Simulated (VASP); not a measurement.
A run of VASP 6.6.1:

The input POSCAR:

```
Mg
1.0
    3.1930306752      0.0000000000      0.0000000000
   -1.5965153376      2.7652456798      0.0000000000
    0.0000000000      0.0000000000      5.1752536068
Mg
2
Direct
    0.3333333333      0.6666666667      0.2500000000
    0.6666666667      0.3333333333      0.7500000000
```

File INCAR.step1:

```
SYSTEM = Mg
PREC = Accurate ; ENCUT = 520
ISMEAR = -1 ; SIGMA = 0.08
LREAL = .FALSE. ; LASPH = .TRUE.
NELM = 60 ; NBANDS = 9
GGA = PE ; ALGO = Normal
EDIFF = 1E-4 ; LWAVE = .TRUE.
LCHARG = .FALSE.
```

File INCAR.step2:

```
SYSTEM = Mg
PREC = Accurate ; ENCUT = 520
EDIFF = 1E-8 ; ISMEAR = -1
SIGMA = 0.08 ; LREAL = .FALSE.
LASPH = .TRUE. ; NELM = 60
ALGO = Normal ; ISIF = 2
LWAVE = .FALSE. ; LCHARG = .FALSE.
METAGGA = R2SCAN ; LMIXTAU = .TRUE.
LEFG = .TRUE. ; NBANDS = 9
ISTART = 1
```

The input KPOINTS:

```
regular mesh
0
G
  15 15 8
  0 0 0
```

Potentials or basis: VASP PAW PBE potentials, release 64 (Mg).

Command:

```console
$ cat potpaw_PBE.64/Mg/POTCAR > POTCAR
$ cp INCAR.step1 INCAR
$ mpirun -np 1 vasp_std > vasp.out
$ cp INCAR.step2 INCAR
$ mpirun -np 1 vasp_std > vasp.out
```

Hardware: 1 thread of Intel(R) Xeon(R) Platinum 8488C (Sapphire Rapids) (shared host).

How long does it take, and how much memory?

It took 86 s on 1 thread of Intel(R) Xeon(R) Platinum 8488C (Sapphire Rapids) (shared host), peak memory 0.19 GiB. Counts: k points 135.
